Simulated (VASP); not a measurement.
Set up this calculation in VASP 6.6.1, as the native input.

* Task: single point
* Functional: LDA
* Potentials or basis: VASP PAW LDA potentials, release 64 (Ni)
* Cutoff: 520 eV
* k mesh: 20 × 20 × 20
* Occupations: gaussian, width 0.05 eV
* Spin: collinear spin, ferromagnetic start
* Starting moments: [0.72] μB
* Dipole correction: no
* Further INCAR settings: ALGO = Normal; EDIFF = 1e-06; NBANDS = 15

The structure of Ni lies in POSCAR:

```
Ni
1.0
    0.0000000000      1.6992613169      1.6992613169
    1.6992613169      0.0000000000      1.6992613169
    1.6992613169      1.6992613169      0.0000000000
Ni
1
Direct
    0.0000000000      0.0000000000      0.0000000000
```

These files were run (other wordings do the same):

INCAR

```
PREC = Accurate ; ENCUT = 520
EDIFF = 1E-6 ; ISMEAR = 0
SIGMA = 0.05 ; LREAL = False
LASPH = True ; NELM = 150
ALGO = Normal ; ISIF = 2
LWAVE = False ; LCHARG = False
ISPIN = 2 ; MAGMOM = 0.72
LORBIT = 11 ; LMAXMIX = 4
GGA = CA ; NBANDS = 15
```

KPOINTS

```
Automatic mesh
0
Gamma
  20 20 20
```

Potentials or basis: VASP PAW LDA potentials, release 64 (Ni).

Launch:

```console
$ cat potpaw_LDA.64/Ni/POTCAR > POTCAR
$ mpirun -np 1 vasp_std > vasp.out
```

Results of the run:

| Item | Value |
| --- | --- |
| Pressure | 5.8 GPa |
| Net moment | 0.61 μB per cell |
| Site moments | Ni +0.60 μB |
| Valence electrons inside the program's atomic spheres | Ni 9.52 |

It took 46 s on 1 thread of Intel(R) Xeon(R) Platinum 8375C CPU @ 2.90GHz (Ice Lake), on a shared host, peak memory 0.16 GiB.
